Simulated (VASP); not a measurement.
Mg2CdTe3:

```
CELL_PARAMETERS angstrom
4.59284 -0.03139 -0.00656
-2.32360 4.03999 -0.02619
-0.03206 -0.16624 23.04876
ATOMIC_POSITIONS crystal
Mg 0.34979 0.67842 0.50033
Mg 0.31423 0.66037 0.99711
Mg 0.65489 0.33285 0.34000
Mg 0.65299 0.31896 0.83298
Cd 0.01037 0.01408 0.16799
Cd 0.00889 0.99600 0.66547
Te 0.01968 0.01768 0.03785
Te 0.00049 0.99204 0.53830
Te 0.67297 0.35412 0.21296
Te 0.67006 0.32798 0.70650
Te 0.32069 0.64530 0.37446
Te 0.32494 0.66220 0.87604
```

```yaml
Program: VASP 6.6.1
Task: relaxation of cell and atoms
Functional: PBE
Potentials_or_basis: VASP PAW PBE potentials, release 64 (Mg, Cd, Te)
Cutoff: 600 eV
k_mesh: 3 × 3 × 1
Occupations: gaussian, width 0.1 eV
Spin: no spin polarisation
```

At the start: pressure 0.1 GPa; volume 35.50 Å³/atom.

**Question.** Where does the relaxation end?

**Answer.** Over 19 steps the energy falls by 21.1 meV/atom and the volume is 35.31 Å³/atom (-0.5 %); space group Cc (No. 9, to 0.05 Å).

Step by step:
```tsv
step	energy change (eV)	largest force (eV/Å)	pressure (GPa)	volume (Å³)
1	0.0000	0.6898	0.07	425.96
2	-0.1790	0.4144	-0.18	426.84
3	-0.2019	0.3855	-0.21	427.19
4	-0.2306	0.2173	0.00	424.11
5	-0.2398	0.1464	0.22	421.20
6	-0.2446	0.0896	-0.05	424.45
7	-0.2446	0.0869	-0.07	424.62
8	-0.2467	0.0573	-0.05	424.35
9	-0.2484	0.0655	0.00	423.79
10	-0.2498	0.0420	0.02	423.57
11	-0.2505	0.0669	0.05	423.15
12	-0.2506	0.0564	0.04	423.25
13	-0.2518	0.0348	-0.04	424.32
14	-0.2518	0.0355	-0.12	425.35
15	-0.2519	0.0342	-0.10	424.95
16	-0.2526	0.0305	-0.07	424.54
17	-0.2533	0.0357	0.01	423.53
18	-0.2536	0.0260	0.01	423.59
19	-0.2537	0.0204	0.01	423.66
```

Final structure:
```cif
data_structure
_symmetry_space_group_name_H-M 'P 1'
_symmetry_Int_Tables_number 1
_cell_length_a 4.6733
_cell_length_b 4.6747
_cell_length_c 22.3967
_cell_angle_alpha 89.994
_cell_angle_beta 90.013
_cell_angle_gamma 120.015
_cell_volume 423.66
loop_
_atom_site_label
_atom_site_type_symbol
_atom_site_fract_x
_atom_site_fract_y
_atom_site_fract_z
_atom_site_occupancy
Mg1 Mg 0.33696 0.66549 0.49988 1
Mg2 Mg 0.33234 0.67028 0.00032 1
Mg3 Mg 0.66247 0.33012 0.33526 1
Mg4 Mg 0.66178 0.32855 0.83563 1
Cd1 Cd 0.00377 0.01017 0.16616 1
Cd2 Cd 0.00310 0.99563 0.66650 1
Te1 Te 0.99936 0.00382 0.03850 1
Te2 Te 0.00377 0.99877 0.53859 1
Te3 Te 0.66974 0.34242 0.21002 1
Te4 Te 0.66914 0.32891 0.71042 1
Te5 Te 0.32921 0.66362 0.37410 1
Te6 Te 0.32836 0.66222 0.87462 1
```

Caveat: the k points lie up to 0.52 Å⁻¹ apart in the final cell.
